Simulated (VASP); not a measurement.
Write the native input for VASP 6.6.1 that does the following.

```
Task                   : single point
Functional             : LDA
Potentials or basis    : VASP PAW LDA potentials, release 64 (Ag, I)
Cutoff                 : 500 eV
k mesh                 : 6 × 6 × 6
Occupations            : gaussian, width 0.01 eV
Spin                   : no spin polarisation
Dipole correction      : no
Further INCAR settings : ALGO = Normal; EDIFF = 1e-06; NBANDS = 16
```

The structure of AgI lies in POSCAR:

```
AgI
1.0
    3.0924285935      3.0924285935      0.0000000000
   -3.0924285935      3.0924285935      0.0000000000
    0.0000000000      3.0924285935      3.0924285935
Ag I
1 1
Direct
    0.0000000000      0.0000000000      0.0000000000
    0.7500000000      0.2500000000      0.5000000000
```

One way to write it, as run:

INCAR

```
ALGO = Normal
EDIFF = 1E-6
ENCUT = 500
GGA_COMPAT = False
ISIF = 2
ISMEAR = 0
LASPH = True
LCHARG = False
LREAL = False
LWAVE = False
NBANDS = 16
NELM = 120
PREC = Accurate
SIGMA = 0.01
```

KPOINTS

```
k-points
0
Gamma
  6 6 6
```

Potentials or basis: VASP PAW LDA potentials, release 64 (Ag, I).

Launch:

```bash
$ cat potpaw_LDA.64/Ag/POTCAR potpaw_LDA.64/I/POTCAR > POTCAR
$ mpirun -np 1 vasp_std > vasp.out
```

Results of the run:

The pressure is 4.0 GPa. The band gap on the k mesh is 1.10 eV, direct.

Caveat: spin-orbit coupling is left out, which moves the levels of the heavy elements.

It took 4.2 s on 1 thread of Intel(R) Xeon(R) 6975P-C (Granite Rapids) (shared host), peak memory 0.15 GiB.
